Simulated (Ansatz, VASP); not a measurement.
**Si2Ni: VASP beside Ansatz**

```
Si Ni
1.0
     0.00000    2.63915    2.63915
     2.63915    0.00000    2.63915
     2.63915    2.63915    0.00000
Si Ni
2 1
Cartesian
  1.3196 1.3196 1.3196
  3.9587 3.9587 3.9587
  0.0000 0.0000 0.0000
```

Alike in both runs: task single point; functional PBE; k mesh 14 × 14 × 14; occupations gaussian, width 0.1 eV; no spin polarisation.

```csv
,VASP,Ansatz
version,VASP 6.6.1,Ansatz 0.2.0
potentials or method,"VASP PAW PBE potentials, release 64 (Si, Ni), cutoff 520 eV","scalar-relativistic, plane waves, PAW"
valence electrons in the cell,18,26
```

|  | VASP | Ansatz | Ansatz less VASP |
| --- | --- | --- | --- |
| gap on the k mesh at the Fermi level (eV) | none | none | - |
| pressure (GPa) | 16.7 | 16.8 | +0.14 |

A gap of «none» marks a metal or a gap that the smearing closes. VASP's potentials hold 18 valence electrons a cell and Ansatz's 26, so a difference there can come from the potentials and not from the codes.
